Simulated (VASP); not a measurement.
A run of VASP 6.6.1:

File INCAR:

```
PREC = Accurate
ENCUT = 520
EDIFF = 1E-6
ISMEAR = 0
SIGMA = 0.1
LREAL = F
LASPH = T
NELM = 80
ALGO = Normal
ISIF = 2
LWAVE = F
LCHARG = F
NBANDS = 19
```

KPOINTS

```
Automatic mesh
0
Gamma
  15 15 8
```

File POSCAR:

```
Zr
1.0
    3.1427546520      0.0000000000      0.0000000000
   -1.5713773260      2.7217053665      0.0000000000
    0.0000000000      0.0000000000      5.0916411605
Zr
2
Direct
    0.3333333333      0.6666666667      0.2500000000
    0.6666666667      0.3333333333      0.7500000000
```

Potentials or basis: VASP PAW LDA potentials, release 64 (Zr_sv).

Run with:

```console
$ cat potpaw_LDA.64/Zr_sv/POTCAR > POTCAR
$ mpirun -np 1 vasp_std > vasp.out
```

Hardware: 1 thread of Intel(R) Xeon(R) Platinum 8488C (Sapphire Rapids), on a shared host.

**Question.** How long does it take, and how much memory?

**Answer.** Wall time 43 s on 1 thread of Intel(R) Xeon(R) Platinum 8488C (Sapphire Rapids) (shared host), peak memory 0.2 GiB. Counts: scf iterations 12, k points 135.
